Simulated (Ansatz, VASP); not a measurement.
# ZrTi2C3 in VASP and in Ansatz

```
Zr Ti C
1.0
    -1.58863    1.58863    6.68350
     1.58863   -1.58863    6.68350
     1.58863    1.58863   -6.68350
Zr Ti C
1 2 3
Direct
  0.00000 0.00000 0.00000
  0.67059 0.67059 0.00000
  0.32941 0.32941 0.00000
  0.82799 0.82799 0.00000
  0.50000 0.50000 0.00000
  0.17201 0.17201 0.00000
```

Alike in both runs: functional PBE; k mesh 8 × 8 × 8; occupations gaussian, width 0.1 eV; no spin polarisation.

Ansatz relaxed the structure, and its values are those at the end. VASP's run is a single point on that final structure, the one shown.

|  | VASP | Ansatz |
| --- | --- | --- |
| version | VASP 6.6.1 | Ansatz 0.2.0 |
| potentials or method | VASP PAW PBE potentials, release 64 (Zr_sv, Ti_sv, C), cutoff 520 eV | scalar-relativistic, plane waves, PAW |
| valence electrons in the cell | 48 | 48 |

|  | VASP | Ansatz | Ansatz less VASP |
| --- | --- | --- | --- |
| gap on the k mesh at the Fermi level (eV) | none | none | - |
| pressure (GPa) | 0.1 | -0.1 | -0.27 |
| rms of the force components (eV/Å) | 0.013 | 0.012 | -0.0011 |

A gap of «none» marks a metal or a gap that the smearing closes. With one functional, cell and mesh, what is left measures potentials, basis and numerics.
